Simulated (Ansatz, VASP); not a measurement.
**HfC: VASP beside Ansatz**

```
Hf C
1.0
    -1.39667    2.49718    1.84734
     1.39667   -2.49718    1.84734
     1.39667    2.49718   -1.84734
Hf C
1 1
Direct
  0.98471 0.98471 0.00000
  0.67945 0.17945 0.50000
```

Alike in both runs: task relaxation of cell and atoms; functional PBE; dispersion D3(BJ); k mesh 12 × 12 × 12; occupations fermi-dirac, width 0.05 eV; no spin polarisation.

|  | VASP | Ansatz |
| --- | --- | --- |
| version | VASP 6.6.1 | Ansatz 0.2.0 |
| potentials or method | VASP PAW PBE potentials, release 64 (Hf_pv, C) | Ansatz PAW |
| plane-wave cutoff (eV) | 600 | 420 |
| valence electrons in the cell | 14 | 30 |

```tsv
	VASP	Ansatz	Ansatz less VASP
gap on the k mesh at the Fermi level, each at its own relaxed structure (eV)	none	none	-
relaxed volume (Å³/atom)	12.29	12.33	+0.031
relaxed cell length with the largest relative difference (Å)	3.264	3.267	+0.0028
```

A gap of «none» marks a metal or a gap that the smearing closes. VASP's potentials hold 14 valence electrons a cell and Ansatz's 30, so a difference there can come from the potentials and not from the codes.

Spin-orbit coupling is off throughout. Noted on Ansatz's run: the plane-wave basis is chosen anew once the cell has moved, so the energies of steps on either side of that aren't comparable.
